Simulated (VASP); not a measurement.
# Ag (P6_3/mmc) in VASP: a series of runs

The runs below take Ag through electric field gradients, with LDA.

Program: VASP 6.6.1. These are calculated values, not measurements. Logs are shortened: lines on timing, memory, paths and dates and some standing lists are left out, and cuts for length are marked.

## 1. The cell of the first run

Symmetry: P6_3/mmc, No. 194, hexagonal system. Conventional cell: a = 2.827 Å, b = 2.827 Å, c = 9.796 Å, α = 90.00°, β = 90.00°, γ = 120.00°. Within 3.7 Å of Ag (site symmetry -6m2) lie 12 Ag at 2.83 to 2.94 Å. Ag (site symmetry -3m) has 12 Ag at 2.83 to 2.94 Å within 3.7 Å.

This isn't the form of Ag at room conditions, which is fcc.

## 2. Electric field gradients, LDA (16.95 Å³/atom)

Input file INCAR:

```
SYSTEM = Ag
PREC = Accurate
ENCUT = 520
EDIFF = 1E-8
ISMEAR = -1
SIGMA = 0.08
LREAL = .False.
LASPH = .True.
NELM = 60
ALGO = Normal
ISIF = 2
LWAVE = .False.
LCHARG = .False.
GGA = CA
LEFG = .True.
NBANDS = 30
```

Input file KPOINTS:

```
regular mesh
0
Gamma
  14 14 4
  0 0 0
```

Input file POSCAR:

```
Ag
1.0
    2.8272803578      0.0000000000      0.0000000000
   -1.4136401789      2.4484966136      0.0000000000
    0.0000000000      0.0000000000      9.7958610872
Ag
4
Direct
    0.3333333333      0.6666666667      0.2500000000
    0.6666666667      0.3333333333      0.7500000000
    0.0000000000      0.0000000000      0.0000000000
    0.0000000000      0.0000000000      0.5000000000
```

Potentials or basis: VASP PAW LDA potentials, release 64 (Ag).

On the command line:

```console
$ cat potpaw_LDA.64/Ag/POTCAR > POTCAR
$ mpirun -np 1 vasp_std > vasp.out
```

OUTCAR:

```text
SYSTEM = Ag
   PREC = Accurate
   ENCUT = 520
   EDIFF = 1E-8
   ISMEAR = -1
   LREAL = .False.
   LASPH = .True.
   NELM = 60
   ISIF = 2
   GGA = CA

 ion  position               nearest neighbor table
   1  0.333  0.667  0.250-   3 2.94   4 2.94   3 2.94   4 2.94   3 2.94   4 2.94
   2  0.667  0.333  0.750-   3 2.94   4 2.94   3 2.94   4 2.94   3 2.94   4 2.94
   3  0.000  0.000  0.000-   1 2.94   2 2.94   2 2.94   1 2.94   2 2.94   1 2.94
   4  0.000  0.000  0.500-   1 2.94   2 2.94   2 2.94   1 2.94   2 2.94   1 2.94

  LATTYP: Found a hexagonal cell.
 ALAT       =     2.8272803578
 C/A-ratio  =     3.4647646669

  Lattice vectors:

 A1 = (   2.8272803578,   0.0000000000,   0.0000000000)
 A2 = (  -1.4136401789,   2.4484966136,   0.0000000000)
 A3 = (   0.0000000000,   0.0000000000,   9.7958610872)

Analysis of symmetry for initial positions (statically):
=====================================================================
 Subroutine PRICEL returns:
 Original cell was already a primitive cell.

 Routine SETGRP: Setting up the symmetry group for a
 hexagonal supercell.

 Subroutine GETGRP returns: Found 24 space group operations
 (whereof 12 operations were pure point group operations)
 out of a pool of 24 trial point group operations.

The static configuration has the point symmetry D_3d.
 The point group associated with its full space group is D_6h.

Analysis of symmetry for dynamics (positions and initial velocities):
=====================================================================
 Subroutine PRICEL returns:
 Original cell was already a primitive cell.

 Routine SETGRP: Setting up the symmetry group for a
 hexagonal supercell.

 Subroutine GETGRP returns: Found 24 space group operations
 (whereof 12 operations were pure point group operations)
 out of a pool of 24 trial point group operations.

The dynamic configuration has the point symmetry D_3d.
 The point group associated with its full space group is D_6h.

 Subroutine INISYM returns: Found 24 space group operations
 (whereof 12 operations are pure point group operations),
 and found     1 'primitive' translations

----------------------------------------------------------------------------------------

                                     Primitive cell

  volume of cell :      67.8127

  direct lattice vectors                    reciprocal lattice vectors
     2.827280358  0.000000000  0.000000000     0.353696795  0.204206940  0.000000000
    -1.413640179  2.448496614  0.000000000     0.000000000  0.408413879  0.000000000
     0.000000000  0.000000000  9.795861087     0.000000000  0.000000000  0.102083930

  length of vectors
     2.827280358  2.827280358  9.795861087     0.408413879  0.408413879  0.102083930

  position of ions in fractional coordinates (direct lattice)
     0.333333333  0.666666667  0.250000000
     0.666666667  0.333333333  0.750000000
     0.000000000  0.000000000  0.000000000
     0.000000000  0.000000000  0.500000000

  ion indices of the primitive-cell ions
   primitive index   ion index
                 1           1
                 2           2
                 3           3
                 4           4

----------------------------------------------------------------------------------------

 KPOINTS: regular mesh

Automatic generation of k-mesh.
 Grid dimensions read from file:
 generate k-points for:   14   14    4

 Generating k-lattice:

  Cartesian coordinates                     Fractional coordinates (reciprocal lattice)
     0.025264057  0.014586210  0.000000000     0.071428571 -0.000000000  0.000000000
     0.000000000  0.029172420  0.000000000     0.000000000  0.071428571  0.000000000
     0.000000000  0.000000000  0.025520983     0.000000000  0.000000000  0.250000000

[... 40 lines left out ...]
   total plane-waves  NPLWV =  46080
   dimension x,y,z NGX =    24 NGY =   24 NGZ =   80
   dimension x,y,z NGXF=    48 NGYF=   48 NGZF=  160
   ions per type =               4
   NGX,Y,Z   is equivalent  to a cutoff of  14.11, 14.11, 13.58 a.u.
   NGXF,Y,Z  is equivalent  to a cutoff of  28.22, 28.22, 27.15 a.u.
 SYSTEM =  Ag
   PREC   = accura    normal or accurate (medium, high low for compatibility)
   ISTART =      0    job   : 0-new  1-cont  2-samecut
   ICHARG =      2    charge: 1-file 2-atom 10-const
   ISPIN  =      1    spin polarized calculation?
   LNONCOLLINEAR =      F non collinear calculations
   LSORBIT =      F    spin-orbit coupling
   LASPH  =      T    aspherical Exc in radial PAW
   ENCUT  =  520.0 eV  38.22 Ry    6.18 a.u.   5.26  5.26 18.21*2*pi/ulx,y,z
   NELM   =     60;   NELMIN=  2; NELMDL= -5     # of ELM steps
   EDIFF  = 0.1E-07   stopping-criterion for ELM
   LREAL  =      F    real-space projection
   EDIFFG = 0.1E-06   stopping-criterion for IOM
   NSW    =      0    number of steps for IOM
   IBRION =     -1    ionic relax: 0-MD 1-quasi-New 2-CG
   NFREE  =      0    steps in history (QN), initial steepest desc. (CG)
   ISIF   =      2    stress and relaxation
   ISYM   =      2    0-nonsym 1-usesym 2-fastsym
   POTIM  = 0.5000    time-step for ionic-motion
   TEBEG  =    0.0;   TEEND  =   0.0 temperature during run
   PSTRESS=    0.0 pullay stress
   NELECT =      44.0000    total number of electrons
   NUPDOWN=      -1.0000    fix difference up-down
   EMIN   =  10.00;   EMAX   =-10.00  energy-range for DOS
   EFERMI =   0.00;   METHOD = LEGACY
   ISMEAR =    -1;   SIGMA  =   0.08  broadening in eV -4-tet -1-fermi 0-gaus
   EFERMI_NEDOS =   21; number of points for ismear=-14 and -15
   IALGO  =     38    algorithm
   IMIX   =      4    mixing-type and parameters
     AMIX     =   0.40;   BMIX     =  1.00
     AMIX_MAG =   1.60;   BMIX_MAG =  1.00
  volume/ion in A,a.u.               =      16.95       114.41
  Fermi-wavevector in a.u.,A,eV,Ry     =   1.417279  2.678269 27.329752  2.008680
  Thomas-Fermi vector in A             =   2.538526
   LORBIT       =      0    0 simple, 1 ext, 2 COOP (PROOUT), +10 PAW based schemes
   GGA     = CA    functional components
   LHFCALC =     F    Hartree Fock is set to
   AEXX    =    0.0000 exact exchange contribution
   IVDW    =     0    specifies the selected vdW correction
   LEPSILON=     F    determine dielectric tensor
   LRPA    =     F    only Hartree local field effects (RPA)
 non-spin polarized calculation
  energy-cutoff  :      520.00
  volume of cell :       67.81
 maximum number of plane-waves:      1842
 NGX is ok and might be reduce to    24
   NGX = 11   NGY = 11   NGZ = 37

 number of electron      44.0000005 magnetization

 Free energy of the ion-electron system (eV)
  ---------------------------------------------------
  ext. energy  EPLUGINS =         0.00000000
  ---------------------------------------------------
  free energy    TOTEN  =       -14.99722991 eV

  energy without entropy =      -14.96800779  energy(sigma->0) =      -14.98261885

 E-fermi :   8.1978     XC(G=0): -12.6137

 val. band max:        8.1977131855   @ k =   0.2143   0.0714   0.5000
 cond. band min:       8.2196966220   @ k =   0.3571   0.1429   0.5000
 fundamental gap:      0.0219834366
 Fermi energy:         8.1978057864

 k-point     1 :       0.0000    0.0000    0.0000
  band No.  band energies     occupation
      1       0.3558      2.00000
      2       1.5939      2.00000
      3       1.5995      2.00000
      4       1.7183      2.00000
      5       3.1785      2.00000
      6       3.4505      2.00000
[... 781 lines left out ...]
     29      15.0463      0.00000
     30      17.3036      0.00000

 [... further k-points ...]

------------------------ aborting loop because EDIFF is reached ----------------------------------------

  FORCE on cell =-STRESS in cart. coord.  units (eV):
  Direction    XX          YY          ZZ          XY          YZ          ZX
  --------------------------------------------------------------------------------------
  -------------------------------------------------------------------------------------
  Total       -1.7440341     -1.7440341     -4.0461928      0.0000000     -0.0000000      0.0000000
  in kB      -41.2054409    -41.2054409    -95.5974158      0.0000000     -0.0000000      0.0000000
  external PRESSURE =     -59.3360992 kB  Pullay stress =       0.0000000 kB

 VOLUME and BASIS-vectors are now :
 -----------------------------------------------------------------------------
  energy-cutoff  :      520.00
  volume of cell :       67.81
      direct lattice vectors                 reciprocal lattice vectors
     2.827280358  0.000000000  0.000000000     0.353696795  0.204206940  0.000000000
    -1.413640179  2.448496614  0.000000000     0.000000000  0.408413879  0.000000000
     0.000000000  0.000000000  9.795861087     0.000000000  0.000000000  0.102083930

 POSITION                                       TOTAL-FORCE (eV/Angst)
 -----------------------------------------------------------------------------------
     -0.00000      1.63233      2.44897        -0.000000      0.000000     -0.000000
      1.41364      0.81617      7.34690         0.000000      0.000000      0.000000
      0.00000      0.00000      0.00000         0.000000      0.000000      0.000000
      0.00000      0.00000      4.89793         0.000000      0.000000      0.000000
 -----------------------------------------------------------------------------------
    total drift:                               -0.000000      0.000000     -0.000000

  FREE ENERGIE OF THE ION-ELECTRON SYSTEM (eV)
  ---------------------------------------------------
  free  energy   TOTEN  =       -14.9972299103 eV

  energy  without entropy=      -14.9680077866  energy(sigma->0) =      -14.98261885

 Electric field gradients (V/A^2)
---------------------------------------------------------------------
 ion       V_xx      V_yy      V_zz      V_xy      V_xz      V_yz
---------------------------------------------------------------------
   1      -7.242    -7.241    14.483     0.001     0.000    -0.000
   2      -7.242    -7.241    14.483     0.001     0.000    -0.000
   3      -6.227    -6.227    12.454     0.001     0.000    -0.000
   4      -6.227    -6.227    12.454     0.001    -0.000     0.000
---------------------------------------------------------------------

 Electric field gradients after diagonalization (V/A^2)
 (convention: |V_zz| > |V_xx| > |V_yy|)
----------------------------------------------------------------------
 ion       V_xx      V_yy      V_zz     asymmetry (V_yy - V_xx)/ V_zz
----------------------------------------------------------------------
   1      -7.242    -7.241    14.483       0.000
   2      -7.242    -7.241    14.483       0.000
   3      -6.228    -6.226    12.454       0.000
   4      -6.228    -6.226    12.454       0.000
----------------------------------------------------------------------

           NMR quadrupolar parameters

 Cq : quadrupolar parameter    Cq=e*Q*V_zz/h
 eta: asymmetry parameters     (V_yy - V_xx)/ V_zz
 Q  : nuclear electric quadrupole moment in mb (millibarn)
----------------------------------------------------------------------
 ion       Cq(MHz)       eta       Q (mb)
----------------------------------------------------------------------
   1       0.035       0.000       1.000
   2       0.035       0.000       1.000
   3       0.030       0.000       1.000
   4       0.030       0.000       1.000
----------------------------------------------------------------------
```

Run time: 4.4 min. Hardware: 1 thread of Intel Xeon 8259CL, shared host; peak memory 0.21 GiB.

Results:

- Free energy: -14.9972 eV
- Pressure: -5.9 GPa
- Band gap on the k mesh: zero (bands 22 and 23 overlap by 6.20 eV)
- Largest electric field gradient by atom: Ag +14.5, +12.5 (each value once) V/Å²

Electric field gradients, principal values (V/Å²):
```csv
atom,least,middle,greatest (by size)
1 Ag,-7.241,-7.242,14.483
2 Ag,-7.241,-7.242,14.483
3 Ag,-6.226,-6.228,12.454
4 Ag,-6.226,-6.228,12.454
```

Caveat: the stress differs along the axes, from -10 to -4 GPa; without QUAD_EFG the Cq values of the log hold for a quadrupole moment of 1 mb, not for the nuclei.

(Continued in part 2 of 2.)

The gap in the log of VASP goes by the Fermi energy; the results here count the filled bands.